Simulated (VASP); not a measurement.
# PbF2 (Aea2) in VASP: single point with PBEsol

Aim: the single point of PbF2 with PBEsol.

Program: VASP 6.6.1. These are calculated values, not measurements. Logs are shortened: lines on timing, memory, paths and dates and some standing lists are left out, and cuts for length are marked.

## (1) The cell of the first run

Symmetry: Aea2, No. 41, orthorhombic system. The conventional cell has a = 6.142 Å, b = 6.122 Å, c = 6.141 Å, α = 90.00°, β = 90.00°, γ = 90.00°. Within 3.4 Å of Pb (site symmetry 2) lie 8 F at 2.59 to 2.78 Å. F (site symmetry 1) has 4 Pb at 2.59 to 2.78 Å and 6 F at 3.07 to 3.08 Å within 3.4 Å.

## (2) Single point, PBEsol

The input, INCAR:

```
SYSTEM = PbF2
PREC = Accurate
ENCUT = 520
EDIFF = 1E-7
ISMEAR = 0
SIGMA = 0.01
LREAL = .False.
LASPH = .True.
NELM = 80
ALGO = Normal
ISIF = 2
LWAVE = .False.
LCHARG = .True.
GGA = PS
LELF = .True.
LVHAR = .True.
NBANDS = 37
```

The input, KPOINTS:

```
regular mesh
0
Gamma
  4 6 6
  0 0 0
```

The input, POSCAR:

```
PbF2
1.0
    6.1422047406      0.0000000000      0.0000000000
    0.0000000000      3.0609286736      3.0703447980
    0.0000000000     -3.0609286736      3.0703447980
Pb F
2 4
Direct
    0.5000000000      0.9774790000      0.9774790000
    0.0000000000      0.4774790000      0.4774790000
    0.7647730000      0.9736080000      0.4586660000
    0.2352270000      0.4586660000      0.9736080000
    0.7352270000      0.4736080000      0.9586660000
    0.2647730000      0.9586660000      0.4736080000
```

Potentials or basis: VASP PAW PBE potentials, release 64 (Pb_d, F).

Run with:

```
$ cat potpaw_PBE.64/Pb_d/POTCAR potpaw_PBE.64/F/POTCAR > POTCAR
$ mpirun -np 1 vasp_std > vasp.out
```

OUTCAR:

```text
SYSTEM = PbF2
   PREC = Accurate
   ENCUT = 520
   EDIFF = 1E-7
   ISMEAR = 0
   LREAL = .False.
   LASPH = .True.
   NELM = 80
   ISIF = 2
   GGA = PS

 ion  position               nearest neighbor table
   1  0.500  0.977  0.977-   5 2.59   6 2.59   6 2.62   5 2.62   3 2.65   4 2.65   4 2.78   3 2.78

   2  0.000  0.477  0.477-   3 2.59   4 2.59   4 2.62   3 2.62   5 2.65   6 2.65   5 2.78   6 2.78

   3  0.765  0.974  0.459-   2 2.59   2 2.62   1 2.65   1 2.78
   4  0.235  0.459  0.974-   2 2.59   2 2.62   1 2.65   1 2.78
   5  0.735  0.474  0.959-   1 2.59   1 2.62   2 2.65   2 2.78
   6  0.265  0.959  0.474-   1 2.59   1 2.62   2 2.65   2 2.78

  LATTYP: Found a base centered orthorhombic cell.
 ALAT       =     6.1218573472
 B/A-ratio  =     1.0030762312
 C/A-ratio  =     1.0033237288

  Lattice vectors:

 A1 = (   0.0000000000,   3.0609286736,  -3.0703447980)
 A2 = (   0.0000000000,   3.0609286736,   3.0703447980)
 A3 = (   6.1422047406,   0.0000000000,   0.0000000000)

Analysis of symmetry for initial positions (statically):
=====================================================================
 Subroutine PRICEL returns:
 Original cell was already a primitive cell.

 Routine SETGRP: Setting up the symmetry group for a
 base centered orthorhombic supercell.

 Subroutine GETGRP returns: Found  4 space group operations
 (whereof  2 operations were pure point group operations)
 out of a pool of  8 trial point group operations.

The static configuration has the point symmetry C_2 .
 The point group associated with its full space group is C_2v.

Analysis of symmetry for dynamics (positions and initial velocities):
=====================================================================
 Subroutine PRICEL returns:
 Original cell was already a primitive cell.

 Routine SETGRP: Setting up the symmetry group for a
 base centered orthorhombic supercell.

 Subroutine GETGRP returns: Found  4 space group operations
 (whereof  2 operations were pure point group operations)
 out of a pool of  8 trial point group operations.

The dynamic configuration has the point symmetry C_2 .
 The point group associated with its full space group is C_2v.

 Subroutine INISYM returns: Found  4 space group operations
 (whereof  2 operations are pure point group operations),
 and found     1 'primitive' translations

----------------------------------------------------------------------------------------

                                     Primitive cell

  volume of cell :     115.4502

  direct lattice vectors                    reciprocal lattice vectors
     6.142204741  0.000000000  0.000000000     0.162807989  0.000000000  0.000000000
     0.000000000  3.060928674  3.070344798     0.000000000  0.163349118  0.162848160
     0.000000000 -3.060928674  3.070344798     0.000000000 -0.163349118  0.162848160

  length of vectors
     6.142204741  4.335470162  4.335470162     0.162807989  0.230656579  0.230656579

  position of ions in fractional coordinates (direct lattice)
     0.500000000  0.977479000  0.977479000
     0.000000000  0.477479000  0.477479000
     0.764773000  0.973608000  0.458666000
     0.235227000  0.458666000  0.973608000
     0.735227000  0.473608000  0.958666000
     0.264773000  0.958666000  0.473608000

  ion indices of the primitive-cell ions
   primitive index   ion index
                 1           1
                 2           2
                 3           3
                 4           4
                 5           5
                 6           6

----------------------------------------------------------------------------------------

 KPOINTS: regular mesh

Automatic generation of k-mesh.
 Grid dimensions read from file:
 generate k-points for:    4    6    6

 Generating k-lattice:

  Cartesian coordinates                     Fractional coordinates (reciprocal lattice)
     0.040701997  0.000000000  0.000000000     0.250000000  0.000000000  0.000000000
     0.000000000  0.027224853  0.027141360     0.000000000  0.166666667 -0.000000000
     0.000000000 -0.027224853  0.027141360     0.000000000 -0.000000000  0.166666667

  Length of vectors
     0.040701997  0.038442763  0.038442763

  Shift w.r.t. Gamma in fractional coordinates (k-lattice)
     0.000000000  0.000000000  0.000000000

 Subroutine IBZKPT returns following result:
 ===========================================

 Found     39 irreducible k-points:

 Following reciprocal coordinates:
            Coordinates               Weight
  0.000000  0.000000  0.000000      1.000000
  0.250000  0.000000  0.000000      2.000000
  0.500000  0.000000  0.000000      1.000000
  0.000000  0.166667  0.000000      4.000000
  0.250000  0.166667  0.000000      8.000000
  0.500000  0.166667  0.000000      4.000000
[... 16 lines left out ...]
  0.250000 -0.333333  0.166667      8.000000
  0.500000 -0.333333  0.166667      4.000000
 [... further k-points ...]
   k-points           NKPTS =     39   k-points in BZ     NKDIM =     39   number of bands    NBANDS=     37
   number of dos      NEDOS =    301   number of ions     NIONS =      6
   total plane-waves  NPLWV =  49152
   dimension x,y,z NGX =    48 NGY =   32 NGZ =   32
   dimension x,y,z NGXF=    96 NGYF=   64 NGZF=   64
   ions per type =               2   4
   NGX,Y,Z   is equivalent  to a cutoff of  12.99, 12.27, 12.27 a.u.
   NGXF,Y,Z  is equivalent  to a cutoff of  25.98, 24.54, 24.54 a.u.
 SYSTEM =  PbF2
   PREC   = accura    normal or accurate (medium, high low for compatibility)
   ISTART =      0    job   : 0-new  1-cont  2-samecut
   ICHARG =      2    charge: 1-file 2-atom 10-const
   ISPIN  =      1    spin polarized calculation?
   LNONCOLLINEAR =      F non collinear calculations
   LSORBIT =      F    spin-orbit coupling
   LASPH  =      T    aspherical Exc in radial PAW
   ENCUT  =  520.0 eV  38.22 Ry    6.18 a.u.  11.42  8.06  8.06*2*pi/ulx,y,z
   NELM   =     80;   NELMIN=  2; NELMDL= -5     # of ELM steps
   EDIFF  = 0.1E-06   stopping-criterion for ELM
   LREAL  =      F    real-space projection
   EDIFFG = 0.1E-05   stopping-criterion for IOM
   NSW    =      0    number of steps for IOM
   IBRION =     -1    ionic relax: 0-MD 1-quasi-New 2-CG
   NFREE  =      0    steps in history (QN), initial steepest desc. (CG)
   ISIF   =      2    stress and relaxation
   ISYM   =      2    0-nonsym 1-usesym 2-fastsym
   POTIM  = 0.5000    time-step for ionic-motion
   TEBEG  =    0.0;   TEEND  =   0.0 temperature during run
   PSTRESS=    0.0 pullay stress
   NELECT =      56.0000    total number of electrons
   NUPDOWN=      -1.0000    fix difference up-down
   EMIN   =  10.00;   EMAX   =-10.00  energy-range for DOS
   EFERMI =   0.00;   METHOD = LEGACY
   ISMEAR =     0;   SIGMA  =   0.01  broadening in eV -4-tet -1-fermi 0-gaus
   EFERMI_NEDOS =   21; number of points for ismear=-14 and -15
   IALGO  =     38    algorithm
   IMIX   =      4    mixing-type and parameters
     AMIX     =   0.40;   BMIX     =  1.00
     AMIX_MAG =   1.60;   BMIX_MAG =  1.00
  volume/ion in A,a.u.               =      19.24       129.85
  Fermi-wavevector in a.u.,A,eV,Ry     =   1.286291  2.430738 22.511451  1.654545
  Thomas-Fermi vector in A             =   2.418374
   LORBIT       =      0    0 simple, 1 ext, 2 COOP (PROOUT), +10 PAW based schemes
   GGA     = PS    functional components
   LHFCALC =     F    Hartree Fock is set to
   AEXX    =    0.0000 exact exchange contribution
   IVDW    =     0    specifies the selected vdW correction
   LEPSILON=     F    determine dielectric tensor
   LRPA    =     F    only Hartree local field effects (RPA)
 non-spin polarized calculation
 Gauss-broadening in eV      SIGMA  =   0.01
  energy-cutoff  :      520.00
  volume of cell :      115.45
 maximum number of plane-waves:      3168
 NGX is ok and might be reduce to    48
   NGX = 23   NGY = 17   NGZ = 17

 number of electron      56.0000005 magnetization

 Free energy of the ion-electron system (eV)
  ---------------------------------------------------
  ext. energy  EPLUGINS =         0.00000000
  ---------------------------------------------------
  free energy    TOTEN  =       -29.57478001 eV

  energy without entropy =      -29.57478001  energy(sigma->0) =      -29.57478001

 E-fermi :   0.6553     XC(G=0):  -9.1340

 val. band max:        0.6075249423   @ k =   0.5000   0.5000  -0.0000
 cond. band min:       4.8763667746   @ k =   0.0000   0.0000   0.0000
 fundamental gap:      4.2688418324
 Fermi energy:         0.6552655563

 k-point     1 :       0.0000    0.0000    0.0000
  band No.  band energies     occupation
      1     -19.6552      2.00000
      2     -19.4464      2.00000
      3     -19.3605      2.00000
      4     -19.1870      2.00000
      5     -13.7351      2.00000
      6     -13.7344      2.00000
[... 29 lines left out ...]
     36      10.7948      0.00000
     37      14.0921      0.00000

 k-point     2 :       0.2500    0.0000    0.0000
  band No.  band energies     occupation
      1     -19.6256      2.00000
      2     -19.4782      2.00000
      3     -19.3360      2.00000
      4     -19.2137      2.00000
      5     -13.7294      2.00000
      6     -13.7263      2.00000
[... 29 lines left out ...]
     36      11.7850      0.00000
     37      14.1621      0.00000

 k-point     3 :       0.5000    0.0000    0.0000
  band No.  band energies     occupation
      1     -19.5527      2.00000
      2     -19.5527      2.00000
      3     -19.2757      2.00000
      4     -19.2757      2.00000
      5     -13.7177      2.00000
      6     -13.7177      2.00000
[... 29 lines left out ...]
     36      11.5504      0.00000
     37      15.2675      0.00000
[... 761 lines left out ...]
 k-point    23 :       0.2500   -0.3333    0.1667
  band No.  band energies     occupation
      1     -19.5213      2.00000
      2     -19.4203      2.00000
      3     -19.3925      2.00000
      4     -19.3042      2.00000
      5     -13.7206      2.00000
      6     -13.7180      2.00000
[... 29 lines left out ...]
     36      12.0968      0.00000
     37      14.3280      0.00000

 k-point    24 :       0.5000   -0.3333    0.1667
  band No.  band energies     occupation
      1     -19.4710      2.00000
      2     -19.4703      2.00000
      3     -19.3496      2.00000
      4     -19.3489      2.00000
      5     -13.7212      2.00000
      6     -13.7180      2.00000
[... 29 lines left out ...]
     36      12.2108      0.00000
     37      13.9989      0.00000

 [... further k-points ...]

------------------------ aborting loop because EDIFF is reached ----------------------------------------

  FORCE on cell =-STRESS in cart. coord.  units (eV):
  Direction    XX          YY          ZZ          XY          YZ          ZX
  --------------------------------------------------------------------------------------
  -------------------------------------------------------------------------------------
  Total       -4.8839232     -4.8244981     -4.8967464      0.0000000      0.0000000      0.0000000
  in kB      -67.7773780    -66.9526981    -67.9553335      0.0000000      0.0000000      0.0000000
  external PRESSURE =     -67.5618032 kB  Pullay stress =       0.0000000 kB

 VOLUME and BASIS-vectors are now :
 -----------------------------------------------------------------------------
  energy-cutoff  :      520.00
  volume of cell :      115.45
      direct lattice vectors                 reciprocal lattice vectors
     6.142204741  0.000000000  0.000000000     0.162807989  0.000000000  0.000000000
     0.000000000  3.060928674  3.070344798     0.000000000  0.163349118  0.162848160
     0.000000000 -3.060928674  3.070344798     0.000000000 -0.163349118  0.162848160

 POSITION                                       TOTAL-FORCE (eV/Angst)
 -----------------------------------------------------------------------------------
      3.07110      0.00000      6.00240         0.000000      0.000000      0.017010
      0.00000      0.00000      2.93205         0.000000      0.000000      0.017010
      4.69739      1.57620      4.39758        -0.000026     -0.019450     -0.008505
      1.44481     -1.57620      4.39758         0.000026      0.019450     -0.008505
      4.51591     -1.48473      4.39758         0.000026     -0.019450     -0.008505
      1.62629      1.48473      4.39758        -0.000026      0.019450     -0.008505
 -----------------------------------------------------------------------------------
    total drift:                                0.000000     -0.000001      0.001944

  FREE ENERGIE OF THE ION-ELECTRON SYSTEM (eV)
  ---------------------------------------------------
  free  energy   TOTEN  =       -29.5747800052 eV

  energy  without entropy=      -29.5747800052  energy(sigma->0) =      -29.57478001
```

Run time: 97 s. Hardware: 1 thread of Intel Xeon Platinum 8375C at 2.90GHz (Ice Lake), shared host; peak memory 0.29 GiB.

What came out:

```yaml
Free_energy: -29.5748 eV
Pressure: -6.8 GPa
Largest_force: 0.021 eV/Å
Band_gap_on_the_k_mesh: 4.27 eV
```

Forces on the atoms (eV/Å):
```
Pb   0.000  0.000  0.017
Pb   0.000  0.000  0.017
F    0.000 -0.019 -0.009
F    0.000  0.019 -0.009
F    0.000 -0.019 -0.009
F    0.000  0.019 -0.009
```

Caveat: the PAW data sets were made with another functional, which shifts forces and pressure a little; spin-orbit coupling is left out, which moves the levels of the heavy elements. A k mesh can miss the band edges.
